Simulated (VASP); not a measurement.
# Au (Pm-3m) in VASP: notebook

Au is run at these levels: PBE; tasks: single point.

Everything below comes from runs of VASP 6.6.1. Logs are shortened: lines on timing, memory, paths and dates and some standing lists are left out, and cuts for length are marked.

## 1. The cell of the first run

It takes space group Pm-3m (No. 221, cubic). The conventional cell has a = 4.060 Å, b = 4.060 Å, c = 4.060 Å, α = 90.00°, β = 90.00°, γ = 90.00°. Au (site symmetry 4/mmm) has 8 Au at 2.87 Å within 3.8 Å.

## 2. Single point, PBE (volume scaled by 1.06)

Input file INCAR:

```
  PREC = Accurate
  ENCUT = 520
  EDIFF = 1E-6
  ISMEAR = 0
  SIGMA = 0.1
  LREAL = False
  LASPH = True
  NELM = 80
  ALGO = Fast
  ISIF = 2
  LWAVE = False
  LCHARG = True
  GGA = PE
  LELF = True
  LVHAR = True
  NBANDS = 24
```

Input file KPOINTS:

```
regular mesh
0
Gamma
  12 12 12
```

Input file POSCAR:

```
Au
1.0
    4.0600522106      0.0000000000      0.0000000000
    0.0000000000      4.0600522106      0.0000000000
    0.0000000000      0.0000000000      4.0600522106
Au
3
Direct
    0.5000000000      0.0000000000      0.0000000000
    0.0000000000      0.5000000000      0.0000000000
    0.0000000000      0.0000000000      0.5000000000
```

Potentials or basis: VASP PAW PBE potentials, release 64 (Au).

Run with:

```
cat potpaw_PBE.64/Au/POTCAR > POTCAR
mpirun -np 1 vasp_std > vasp.out
```

OUTCAR:

```text
PREC = Accurate
   ENCUT = 520
   EDIFF = 1E-6
   ISMEAR = 0
   LREAL = False
   LASPH = True
   NELM = 80
   ISIF = 2
   GGA = PE

 ion  position               nearest neighbor table
   1  0.500  0.000  0.000-   2 2.87   3 2.87   3 2.87   2 2.87   2 2.87   3 2.87   3 2.87   2 2.87

   2  0.000  0.500  0.000-   1 2.87   3 2.87   3 2.87   1 2.87   3 2.87   3 2.87   1 2.87   1 2.87

   3  0.000  0.000  0.500-   1 2.87   2 2.87   1 2.87   2 2.87   2 2.87   2 2.87   1 2.87   1 2.87

  LATTYP: Found a simple cubic cell.
 ALAT       =     4.0600522106

  Lattice vectors:

 A1 = (   4.0600522106,   0.0000000000,   0.0000000000)
 A2 = (   0.0000000000,   4.0600522106,   0.0000000000)
 A3 = (   0.0000000000,   0.0000000000,   4.0600522106)

Analysis of symmetry for initial positions (statically):
=====================================================================
 Subroutine PRICEL returns:
 Original cell was already a primitive cell.

 Routine SETGRP: Setting up the symmetry group for a
 simple cubic supercell.

 Subroutine GETGRP returns: Found 48 space group operations
 (whereof 48 operations were pure point group operations)
 out of a pool of 48 trial point group operations.

The static configuration has the point symmetry O_h .

Analysis of symmetry for dynamics (positions and initial velocities):
=====================================================================
 Subroutine PRICEL returns:
 Original cell was already a primitive cell.

 Routine SETGRP: Setting up the symmetry group for a
 simple cubic supercell.

 Subroutine GETGRP returns: Found 48 space group operations
 (whereof 48 operations were pure point group operations)
 out of a pool of 48 trial point group operations.

The dynamic configuration has the point symmetry O_h .

 Subroutine INISYM returns: Found 48 space group operations
 (whereof 48 operations are pure point group operations),
 and found     1 'primitive' translations

----------------------------------------------------------------------------------------

                                     Primitive cell

  volume of cell :      66.9260

  direct lattice vectors                    reciprocal lattice vectors
     4.060052211  0.000000000  0.000000000     0.246302251  0.000000000  0.000000000
     0.000000000  4.060052211  0.000000000     0.000000000  0.246302251  0.000000000
     0.000000000  0.000000000  4.060052211     0.000000000  0.000000000  0.246302251

  length of vectors
     4.060052211  4.060052211  4.060052211     0.246302251  0.246302251  0.246302251

  position of ions in fractional coordinates (direct lattice)
     0.500000000  0.000000000  0.000000000
     0.000000000  0.500000000  0.000000000
     0.000000000  0.000000000  0.500000000

  ion indices of the primitive-cell ions
   primitive index   ion index
                 1           1
                 2           2
                 3           3

----------------------------------------------------------------------------------------

 KPOINTS: regular mesh

Automatic generation of k-mesh.
 Grid dimensions read from file:
 generate k-points for:   12   12   12

 Generating k-lattice:

  Cartesian coordinates                     Fractional coordinates (reciprocal lattice)
     0.020525188  0.000000000  0.000000000     0.083333333  0.000000000  0.000000000
     0.000000000  0.020525188  0.000000000     0.000000000  0.083333333  0.000000000
     0.000000000  0.000000000  0.020525188     0.000000000  0.000000000  0.083333333

  Length of vectors
     0.020525188  0.020525188  0.020525188

  Shift w.r.t. Gamma in fractional coordinates (k-lattice)
     0.000000000  0.000000000  0.000000000

 Subroutine IBZKPT returns following result:
 ===========================================

 Found     84 irreducible k-points:

 Following reciprocal coordinates:
            Coordinates               Weight
  0.000000  0.000000  0.000000      1.000000
  0.083333  0.000000  0.000000      6.000000
  0.166667  0.000000  0.000000      6.000000
  0.250000  0.000000  0.000000      6.000000
  0.333333  0.000000  0.000000      6.000000
  0.416667  0.000000  0.000000      6.000000
[... 16 lines left out ...]
  0.333333  0.333333  0.000000     12.000000
  0.416667  0.333333  0.000000     24.000000
 [... further k-points ...]
   k-points           NKPTS =     84   k-points in BZ     NKDIM =     84   number of bands    NBANDS=     24
   number of dos      NEDOS =    301   number of ions     NIONS =      3
   total plane-waves  NPLWV =  27000
   dimension x,y,z NGX =    30 NGY =   30 NGZ =   30
   dimension x,y,z NGXF=    60 NGYF=   60 NGZF=   60
   ions per type =               3
   NGX,Y,Z   is equivalent  to a cutoff of  12.28, 12.28, 12.28 a.u.
   NGXF,Y,Z  is equivalent  to a cutoff of  24.57, 24.57, 24.57 a.u.
 SYSTEM =  unknown system
   PREC   = accura    normal or accurate (medium, high low for compatibility)
   ISTART =      0    job   : 0-new  1-cont  2-samecut
   ICHARG =      2    charge: 1-file 2-atom 10-const
   ISPIN  =      1    spin polarized calculation?
   LNONCOLLINEAR =      F non collinear calculations
   LSORBIT =      F    spin-orbit coupling
   LASPH  =      T    aspherical Exc in radial PAW
   ENCUT  =  520.0 eV  38.22 Ry    6.18 a.u.   7.55  7.55  7.55*2*pi/ulx,y,z
   NELM   =     80;   NELMIN=  2; NELMDL= -5     # of ELM steps
   EDIFF  = 0.1E-05   stopping-criterion for ELM
   LREAL  =      F    real-space projection
   EDIFFG = 0.1E-04   stopping-criterion for IOM
   NSW    =      0    number of steps for IOM
   IBRION =     -1    ionic relax: 0-MD 1-quasi-New 2-CG
   NFREE  =      0    steps in history (QN), initial steepest desc. (CG)
   ISIF   =      2    stress and relaxation
   ISYM   =      2    0-nonsym 1-usesym 2-fastsym
   POTIM  = 0.5000    time-step for ionic-motion
   TEBEG  =    0.0;   TEEND  =   0.0 temperature during run
   PSTRESS=    0.0 pullay stress
   NELECT =      33.0000    total number of electrons
   NUPDOWN=      -1.0000    fix difference up-down
   EMIN   =  10.00;   EMAX   =-10.00  energy-range for DOS
   EFERMI =   0.00;   METHOD = LEGACY
   ISMEAR =     0;   SIGMA  =   0.10  broadening in eV -4-tet -1-fermi 0-gaus
   EFERMI_NEDOS =   21; number of points for ismear=-14 and -15
   IALGO  =     68    algorithm
   IMIX   =      4    mixing-type and parameters
     AMIX     =   0.40;   BMIX     =  1.00
     AMIX_MAG =   1.60;   BMIX_MAG =  1.00
  volume/ion in A,a.u.               =      22.31       150.55
  Fermi-wavevector in a.u.,A,eV,Ry     =   1.293345  2.444068 22.759041  1.672742
  Thomas-Fermi vector in A             =   2.424997
   LORBIT       =      0    0 simple, 1 ext, 2 COOP (PROOUT), +10 PAW based schemes
   GGA     = PE    functional components
   LHFCALC =     F    Hartree Fock is set to
   AEXX    =    0.0000 exact exchange contribution
   IVDW    =     0    specifies the selected vdW correction
   LEPSILON=     F    determine dielectric tensor
   LRPA    =     F    only Hartree local field effects (RPA)
 non-spin polarized calculation
 RMM-DIIS sequential band-by-band and
 Gauss-broadening in eV      SIGMA  =   0.10
  energy-cutoff  :      520.00
  volume of cell :       66.93
 maximum number of plane-waves:      1856
   NGX = 15   NGY = 15   NGZ = 15

 number of electron      32.9999993 magnetization

 Free energy of the ion-electron system (eV)
  ---------------------------------------------------
  ext. energy  EPLUGINS =         0.00000000
  ---------------------------------------------------
  free energy    TOTEN  =        -9.35401364 eV

  energy without entropy =       -9.35027177  energy(sigma->0) =       -9.35214270

 E-fermi :   5.6285     XC(G=0): -10.9154

 val. band max:        5.6028825507   @ k =   0.2500   0.0833   0.0000
 cond. band min:       5.6554943345   @ k =   0.3333   0.2500   0.0833
 fundamental gap:      0.0526117839
 Fermi energy:         5.6284509989

 k-point     1 :       0.0000    0.0000    0.0000
  band No.  band energies     occupation
      1      -2.4186      2.00000
      2      -0.0353      2.00000
      3       0.2098      2.00000
      4       0.2098      2.00000
      5       0.2098      2.00000
      6       0.6895      2.00000
[... 16 lines left out ...]
     23      17.8353      0.00000
     24      17.8355      0.00000

 k-point     2 :       0.0833    0.0000    0.0000
  band No.  band energies     occupation
      1      -2.3455      2.00000
      2       0.0113      2.00000
      3       0.2230      2.00000
      4       0.2510      2.00000
      5       0.2510      2.00000
      6       0.6993      2.00000
[... 16 lines left out ...]
     23      17.5054      0.00000
     24      17.7307      0.00000

 k-point     3 :       0.1667    0.0000    0.0000
  band No.  band energies     occupation
      1      -2.1322      2.00000
      2       0.1437      2.00000
      3       0.2601      2.00000
      4       0.3737      2.00000
      5       0.3737      2.00000
      6       0.7333      2.00000
[... 16 lines left out ...]
     23      16.7776      0.00000
     24      17.3114      0.00000

 k-point     4 :       0.2500    0.0000    0.0000
  band No.  band energies     occupation
      1      -1.7998      2.00000
      2       0.3132      2.00000
      3       0.3309      2.00000
      4       0.5756      2.00000
      5       0.5756      2.00000
      6       0.8143      2.00000
[... 16 lines left out ...]
     23      16.6513      0.00000
     24      16.6515      0.00000

 k-point     5 :       0.3333    0.0000    0.0000
  band No.  band energies     occupation
      1      -1.3982      2.00000
      2       0.3698      2.00000
      3       0.4978      2.00000
      4       0.8510      2.00000
      5       0.8510      2.00000
      6       1.0038      2.00000
[... 451 lines left out ...]
 k-point    22 :       0.5000    0.2500    0.0000
  band No.  band energies     occupation
      1      -0.3279      2.00000
      2       0.6892      2.00000
      3       0.7917      2.00000
      4       1.0565      2.00000
      5       1.3408      2.00000
      6       1.5104      2.00000
[... 16 lines left out ...]
     23      15.2480      0.00000
     24      17.9950      0.00000

 k-point    23 :       0.3333    0.3333    0.0000
  band No.  band energies     occupation
      1      -0.5322      2.00000
      2       0.7094      2.00000
      3       0.9213      2.00000
      4       1.1829      2.00000
      5       1.2398      2.00000
      6       1.2876      2.00000
[... 16 lines left out ...]
     23      16.2354      0.00000
     24      16.7781      0.00000

 k-point    24 :       0.4167    0.3333    0.0000
  band No.  band energies     occupation
      1      -0.1835      2.00000
      2       0.8032      2.00000
      3       0.8099      2.00000
      4       1.1128      2.00000
      5       1.3490      2.00000
      6       1.5054      2.00000
[... 16 lines left out ...]
     23      15.8252      0.00000
     24      17.1031      0.00000

 [... further k-points ...]
[... 5 lines left out ...]
  --------------------------------------------------------------------------------------
  -------------------------------------------------------------------------------------
  Total       -2.3543396     -2.3543396     -2.3543396     -0.0000000     -0.0000000      0.0000000
  in kB      -56.3617984    -56.3617984    -56.3617984     -0.0000000     -0.0000000      0.0000000
  external PRESSURE =     -56.3617984 kB  Pullay stress =       0.0000000 kB

 VOLUME and BASIS-vectors are now :
 -----------------------------------------------------------------------------
  energy-cutoff  :      520.00
  volume of cell :       66.93
      direct lattice vectors                 reciprocal lattice vectors
     4.060052211  0.000000000  0.000000000     0.246302251  0.000000000  0.000000000
     0.000000000  4.060052211  0.000000000     0.000000000  0.246302251  0.000000000
     0.000000000  0.000000000  4.060052211     0.000000000  0.000000000  0.246302251

 POSITION                                       TOTAL-FORCE (eV/Angst)
 -----------------------------------------------------------------------------------
      2.03003      0.00000      0.00000         0.000000      0.000000      0.000000
      0.00000      2.03003      0.00000         0.000000      0.000000      0.000000
      0.00000      0.00000      2.03003         0.000000      0.000000      0.000000
 -----------------------------------------------------------------------------------
    total drift:                                0.000000      0.000000      0.000000

  FREE ENERGIE OF THE ION-ELECTRON SYSTEM (eV)
  ---------------------------------------------------
  free  energy   TOTEN  =        -9.3540136415 eV

  energy  without entropy=       -9.3502717664  energy(sigma->0) =       -9.35214270
```

It took 2.3 min on 1 thread of Intel Xeon Platinum 8259CL at 2.50GHz (Skylake/Cascade Lake), shared host; peak memory 0.23 GiB.

What came out:

- Free energy: -9.3540 eV
- Pressure: -5.6 GPa

Caveat: spin-orbit coupling is left out, which moves the levels of the heavy elements.

(Continued in part 2 of 2.)
